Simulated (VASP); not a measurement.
# Sc (Pm-3m) in VASP: single point with PBEsol

Aim: the single point of Sc with PBEsol.

Everything below comes from runs of VASP 6.6.1. Logs are shortened: lines on timing, memory, paths and dates and some standing lists are left out, and cuts for length are marked.

## (1) The cell of the first run

Symmetry: Pm-3m, No. 221, cubic system. The conventional cell has a = 3.370 Å, b = 3.370 Å, c = 3.370 Å, α = 90.00°, β = 90.00°, γ = 90.00°. Sc (site symmetry m-3m) has 6 Sc at 3.37 Å within 4.4 Å.

## (2) Single point, PBEsol

File INCAR:

```
SYSTEM = Sc
PREC = Accurate
ENCUT = 520
EDIFF = 1E-6
ISMEAR = -1
SIGMA = 0.1
LREAL = .FALSE.
LASPH = .TRUE.
NELM = 60
ALGO = Normal
ISIF = 2
LWAVE = .FALSE.
LCHARG = .FALSE.
GGA = PS
NBANDS = 12
```

File KPOINTS:

```
Automatic mesh
0
G
  9 9 9
  0 0 0
```

File POSCAR:

```
Sc
1.0
    3.3703490000      0.0000000000      0.0000000000
    0.0000000000      3.3703490000      0.0000000000
    0.0000000000      0.0000000000      3.3703490000
Sc
1
Direct
    0.5000000000      0.5000000000      0.5000000000
```

Potentials or basis: VASP PAW PBE potentials, release 64 (Sc_sv).

Started as:

```bash
> cat potpaw_PBE.64/Sc_sv/POTCAR > POTCAR
> mpirun -np 1 vasp_std > vasp.out
```

OUTCAR:

```text
SYSTEM = Sc
   PREC = Accurate
   ENCUT = 520
   EDIFF = 1E-6
   ISMEAR = -1
   LREAL = .FALSE.
   LASPH = .TRUE.
   NELM = 60
   ISIF = 2
   GGA = PS

 ion  position               nearest neighbor table
   1  0.500  0.500  0.500-

  LATTYP: Found a simple cubic cell.
 ALAT       =     3.3703490000

  Lattice vectors:

 A1 = (   3.3703490000,   0.0000000000,   0.0000000000)
 A2 = (   0.0000000000,   3.3703490000,   0.0000000000)
 A3 = (   0.0000000000,   0.0000000000,   3.3703490000)

Analysis of symmetry for initial positions (statically):
=====================================================================
 Subroutine PRICEL returns:
 Original cell was already a primitive cell.

 Routine SETGRP: Setting up the symmetry group for a
 simple cubic supercell.

 Subroutine GETGRP returns: Found 48 space group operations
 (whereof 48 operations were pure point group operations)
 out of a pool of 48 trial point group operations.

The static configuration has the point symmetry O_h .

Analysis of symmetry for dynamics (positions and initial velocities):
=====================================================================
 Subroutine PRICEL returns:
 Original cell was already a primitive cell.

 Routine SETGRP: Setting up the symmetry group for a
 simple cubic supercell.

 Subroutine GETGRP returns: Found 48 space group operations
 (whereof 48 operations were pure point group operations)
 out of a pool of 48 trial point group operations.

The dynamic configuration has the point symmetry O_h .

 Subroutine INISYM returns: Found 48 space group operations
 (whereof 48 operations are pure point group operations),
 and found     1 'primitive' translations

----------------------------------------------------------------------------------------

                                     Primitive cell

  volume of cell :      38.2846

  direct lattice vectors                    reciprocal lattice vectors
     3.370349000  0.000000000  0.000000000     0.296705178  0.000000000  0.000000000
     0.000000000  3.370349000  0.000000000     0.000000000  0.296705178  0.000000000
     0.000000000  0.000000000  3.370349000     0.000000000  0.000000000  0.296705178

  length of vectors
     3.370349000  3.370349000  3.370349000     0.296705178  0.296705178  0.296705178

  position of ions in fractional coordinates (direct lattice)
     0.500000000  0.500000000  0.500000000

  ion indices of the primitive-cell ions
   primitive index   ion index
                 1           1

----------------------------------------------------------------------------------------

 KPOINTS: Automatic mesh

Automatic generation of k-mesh.
 Grid dimensions read from file:
 generate k-points for:    9    9    9

 Generating k-lattice:

  Cartesian coordinates                     Fractional coordinates (reciprocal lattice)
     0.032967242  0.000000000  0.000000000     0.111111111  0.000000000  0.000000000
     0.000000000  0.032967242  0.000000000     0.000000000  0.111111111  0.000000000
     0.000000000  0.000000000  0.032967242     0.000000000  0.000000000  0.111111111

  Length of vectors
     0.032967242  0.032967242  0.032967242

  Shift w.r.t. Gamma in fractional coordinates (k-lattice)
     0.000000000  0.000000000  0.000000000

 Subroutine IBZKPT returns following result:
 ===========================================

 Found     35 irreducible k-points:

 Following reciprocal coordinates:
            Coordinates               Weight
  0.000000  0.000000  0.000000      1.000000
  0.111111  0.000000  0.000000      6.000000
  0.222222  0.000000  0.000000      6.000000
  0.333333  0.000000  0.000000      6.000000
  0.444444  0.000000  0.000000      6.000000
  0.111111  0.111111  0.000000     12.000000
[... 16 lines left out ...]
  0.333333  0.333333  0.111111     24.000000
  0.444444  0.333333  0.111111     48.000000
 [... further k-points ...]
   k-points           NKPTS =     35   k-points in BZ     NKDIM =     35   number of bands    NBANDS=     12
   number of dos      NEDOS =    301   number of ions     NIONS =      1
   total plane-waves  NPLWV =  21952
   dimension x,y,z NGX =    28 NGY =   28 NGZ =   28
   dimension x,y,z NGXF=    56 NGYF=   56 NGZF=   56
   ions per type =               1
   NGX,Y,Z   is equivalent  to a cutoff of  13.81, 13.81, 13.81 a.u.
   NGXF,Y,Z  is equivalent  to a cutoff of  27.62, 27.62, 27.62 a.u.
 SYSTEM =  Sc
   PREC   = accura    normal or accurate (medium, high low for compatibility)
   ISTART =      0    job   : 0-new  1-cont  2-samecut
   ICHARG =      2    charge: 1-file 2-atom 10-const
   ISPIN  =      1    spin polarized calculation?
   LNONCOLLINEAR =      F non collinear calculations
   LSORBIT =      F    spin-orbit coupling
   LASPH  =      T    aspherical Exc in radial PAW
   ENCUT  =  520.0 eV  38.22 Ry    6.18 a.u.   6.27  6.27  6.27*2*pi/ulx,y,z
   NELM   =     60;   NELMIN=  2; NELMDL= -5     # of ELM steps
   EDIFF  = 0.1E-05   stopping-criterion for ELM
   LREAL  =      F    real-space projection
   EDIFFG = 0.1E-04   stopping-criterion for IOM
   NSW    =      0    number of steps for IOM
   IBRION =     -1    ionic relax: 0-MD 1-quasi-New 2-CG
   NFREE  =      0    steps in history (QN), initial steepest desc. (CG)
   ISIF   =      2    stress and relaxation
   ISYM   =      2    0-nonsym 1-usesym 2-fastsym
   POTIM  = 0.5000    time-step for ionic-motion
   TEBEG  =    0.0;   TEEND  =   0.0 temperature during run
   PSTRESS=    0.0 pullay stress
   NELECT =      11.0000    total number of electrons
   NUPDOWN=      -1.0000    fix difference up-down
   EMIN   =  10.00;   EMAX   =-10.00  energy-range for DOS
   EFERMI =   0.00;   METHOD = LEGACY
   ISMEAR =    -1;   SIGMA  =   0.10  broadening in eV -4-tet -1-fermi 0-gaus
   EFERMI_NEDOS =   21; number of points for ismear=-14 and -15
   IALGO  =     38    algorithm
   IMIX   =      4    mixing-type and parameters
     AMIX     =   0.40;   BMIX     =  1.00
     AMIX_MAG =   1.60;   BMIX_MAG =  1.00
  volume/ion in A,a.u.               =      38.28       258.36
  Fermi-wavevector in a.u.,A,eV,Ry     =   1.080266  2.041407 15.877664  1.166975
  Thomas-Fermi vector in A             =   2.216253
   LORBIT       =      0    0 simple, 1 ext, 2 COOP (PROOUT), +10 PAW based schemes
   GGA     = PS    functional components
   LHFCALC =     F    Hartree Fock is set to
   AEXX    =    0.0000 exact exchange contribution
   IVDW    =     0    specifies the selected vdW correction
   LEPSILON=     F    determine dielectric tensor
   LRPA    =     F    only Hartree local field effects (RPA)
 non-spin polarized calculation
  energy-cutoff  :      520.00
  volume of cell :       38.28
 maximum number of plane-waves:      1045
 NGX is ok and might be reduce to    28
   NGX = 13   NGY = 13   NGZ = 13

 number of electron      11.0000002 magnetization

 Free energy of the ion-electron system (eV)
  ---------------------------------------------------
  ext. energy  EPLUGINS =         0.00000000
  ---------------------------------------------------
  free energy    TOTEN  =        -5.42343701 eV

  energy without entropy =       -5.31360772  energy(sigma->0) =       -5.36852236

 E-fermi :   1.4246     XC(G=0):  -8.2873

 val. band max:        1.4192629925   @ k =   0.4444   0.2222   0.2222
 cond. band min:       1.4298276489   @ k =   0.4444   0.4444   0.4444
 fundamental gap:      0.0105646564
 Fermi energy:         1.4245997084

 k-point     1 :       0.0000    0.0000    0.0000
  band No.  band energies     occupation
      1     -48.7725      2.00000
      2     -27.3815      2.00000
      3     -27.3815      2.00000
      4     -27.3815      2.00000
      5      -2.7456      2.00000
      6       1.2155      1.77999
      7       1.2155      1.77999
      8       3.8465      0.00000
      9       3.8465      0.00000
     10       3.8465      0.00000
     11      10.6333      0.00000
     12      10.6333      0.00000

 k-point     2 :       0.1111    0.0000    0.0000
  band No.  band energies     occupation
      1     -48.7710      2.00000
      2     -27.3989      2.00000
      3     -27.3800      2.00000
      4     -27.3800      2.00000
      5      -2.5640      2.00000
      6       1.2551      1.68982
      7       1.2907      1.58474
      8       3.7248      0.00000
      9       3.7248      0.00000
     10       3.8556      0.00000
     11       9.2988      0.00000
     12      10.9185      0.00000

 k-point     3 :       0.2222    0.0000    0.0000
  band No.  band energies     occupation
      1     -48.7671      2.00000
      2     -27.4427      2.00000
      3     -27.3764      2.00000
      4     -27.3764      2.00000
      5      -2.0419      2.00000
      6       1.3581      1.32096
      7       1.4455      0.89563
      8       3.4426      0.00000
      9       3.4426      0.00000
     10       3.8787      0.00000
     11       7.3875      0.00000
     12      11.6891      0.00000
[... 286 lines left out ...]
 k-point    23 :       0.3333    0.3333    0.1111
  band No.  band energies     occupation
      1     -48.7518      2.00000
      2     -27.4797      2.00000
      3     -27.4777      2.00000
      4     -27.3801      2.00000
      5       0.1257      2.00000
      6       1.5084      0.60393
      7       2.4162      0.00010
      8       2.6812      0.00001
      9       3.2488      0.00000
     10       3.2902      0.00000
     11       6.4373      0.00000
     12       8.1623      0.00000

 k-point    24 :       0.4444    0.3333    0.1111
  band No.  band energies     occupation
      1     -48.7490      2.00000
      2     -27.5099      2.00000
      3     -27.4752      2.00000
      4     -27.3774      2.00000
      5       0.6461      1.99917
      6       1.3285      1.44682
      7       2.5139      0.00004
      8       2.6321      0.00001
      9       3.3015      0.00000
     10       3.8320      0.00000
     11       5.3719      0.00000
     12       8.6238      0.00000

 [... further k-points ...]

------------------------ aborting loop because EDIFF is reached ----------------------------------------

  FORCE on cell =-STRESS in cart. coord.  units (eV):
  Direction    XX          YY          ZZ          XY          YZ          ZX
  --------------------------------------------------------------------------------------
  -------------------------------------------------------------------------------------
  Total       -1.9437655     -1.9437655     -1.9437655     -0.0000000      0.0000000     -0.0000000
  in kB      -81.3448077    -81.3448077    -81.3448077     -0.0000000      0.0000000     -0.0000000
  external PRESSURE =     -81.3448077 kB  Pullay stress =       0.0000000 kB

 VOLUME and BASIS-vectors are now :
 -----------------------------------------------------------------------------
  energy-cutoff  :      520.00
  volume of cell :       38.28
      direct lattice vectors                 reciprocal lattice vectors
     3.370349000  0.000000000  0.000000000     0.296705178  0.000000000  0.000000000
     0.000000000  3.370349000  0.000000000     0.000000000  0.296705178  0.000000000
     0.000000000  0.000000000  3.370349000     0.000000000  0.000000000  0.296705178

 POSITION                                       TOTAL-FORCE (eV/Angst)
 -----------------------------------------------------------------------------------
      1.68517      1.68517      1.68517         0.000000      0.000000      0.000000
 -----------------------------------------------------------------------------------
    total drift:                                0.000000      0.000000      0.000000

  FREE ENERGIE OF THE ION-ELECTRON SYSTEM (eV)
  ---------------------------------------------------
  free  energy   TOTEN  =        -5.4234370078 eV

  energy  without entropy=       -5.3136077159  energy(sigma->0) =       -5.36852236
```

Wall time 22 s (1 thread of Intel Xeon 8259CL, shared host); peak memory 0.16 GiB.

What came out:

| Item | Value |
| --- | --- |
| Free energy | -5.4234 eV |
| Pressure | -8.1 GPa |

Levels at points of the mesh, in eV from the Fermi level:
```tsv
k point	band 1	band 2	band 3	band 4	band 5	band 6	band 7	band 8	band 9	band 10
(0.00, 0.00, 0.00)	-50.20	-28.81	-28.81	-28.81	-4.17	-0.21	-0.21	2.42	2.42	2.42
```

Caveat: the PAW data sets were made with another functional, which shifts forces and pressure a little.
